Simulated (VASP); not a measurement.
Here is a VASP 6.6.1 calculation.

File INCAR:

```
  PREC = Accurate
  ENCUT = 520
  EDIFF = 1E-7
  ISMEAR = 0
  SIGMA = 0.1
  LREAL = False
  LASPH = True
  NELM = 100
  ALGO = Normal
  ISIF = 2
  LWAVE = False
  LCHARG = False
  GGA = PE
  NBANDS = 46
```

KPOINTS

```
Automatic mesh
0
Gamma
  12 12 4
```

File POSCAR:

```
Ga4AsN3
1.0
    3.4240229667      0.0000000000      0.0000000000
    0.0000000000      3.4240229667      0.0000000000
    0.0000000000      0.0000000000      9.7057180516
Ga As N
4 1 3
Direct
    0.5000000000      0.0000000000      0.8909259509
    0.0000000000      0.5000000000      0.1090740491
    0.5000000000      0.0000000000      0.3298889235
    0.0000000000      0.5000000000      0.6701110765
    0.5000000000      0.5000000000      0.5000000000
    0.0000000000      0.0000000000      0.2186180229
    0.0000000000      0.0000000000      0.7813819771
    0.5000000000      0.5000000000      0.0000000000
```

Potentials or basis: VASP PAW PBE potentials, release 64 (Ga_d, As, N).

Run with:

```bash
$ cat potpaw_PBE.64/Ga_d/POTCAR potpaw_PBE.64/As/POTCAR potpaw_PBE.64/N/POTCAR > POTCAR
$ mpirun -np 1 vasp_std > vasp.out
```

(1) What does it give for the pressure?

(2) Estimate the largest force.

(3) Predict the band gap on the k mesh.

Answers

(1) 0.2 GPa.

(2) 0.007 eV/Å.

(3) zero (bands 36 and 37 overlap by 0.57 eV).

Caveat: semilocal functionals underestimate gaps, so a narrow gap can read as zero.
